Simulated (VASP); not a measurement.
Wanted: the native input for a VASP 6.6.1 run.

- Task: single point
- Functional: PBE
- Potentials or basis: VASP PAW PBE potentials, release 64 (Li_sv, S)
- Cutoff: 750 eV
- k mesh: 5 × 5 × 5
- Occupations: fermi-dirac, width 0.1 eV
- Spin: no spin polarisation
- Dipole correction: no
- Further INCAR settings: ALGO = Normal; EDIFF = 1e-06; NBANDS = 13; ISYM = 0

The structure of Li2S lies in POSCAR:

```
Li2S
1.0
    0.0000000000      2.9191710000      2.9191710000
    2.9191710000      0.0000000000      2.9191710000
    2.9191710000      2.9191710000      0.0000000000
Li S
2 1
Direct
    0.2500000000      0.2500000000      0.2500000000
    0.7500000000      0.7500000000      0.7500000000
    0.0000000000      0.0000000000      0.0000000000
```

These files were run (other wordings do the same):

INCAR

```
SYSTEM = Li2S
ALGO = Normal
EDIFF = 1E-6
ENCUT = 750
GGA = PE
GGA_COMPAT = .FALSE.
ISIF = 2
ISMEAR = -1
ISYM = 0
LASPH = .TRUE.
LCHARG = .FALSE.
LREAL = .FALSE.
LWAVE = .FALSE.
NBANDS = 13
NELM = 120
PREC = Accurate
SIGMA = 0.1
```

KPOINTS

```
k-points
0
G
  5 5 5
  0 0 0
```

Potentials or basis: VASP PAW PBE potentials, release 64 (Li_sv, S).

Command:

```bash
$ cat potpaw_PBE.64/Li_sv/POTCAR potpaw_PBE.64/S/POTCAR > POTCAR
$ mpirun -np 1 vasp_std > vasp.out
```

Results of the run:

The pressure is -2.7 GPa. The band gap on the k mesh is 3.68 eV (least direct gap 3.90 eV).

Caveat: an odd mesh through Γ misses points on the zone boundary, where band edges can lie.

Wall time 120 s on 1 thread of Intel Xeon 8259CL (shared host), peak memory 0.25 GiB.
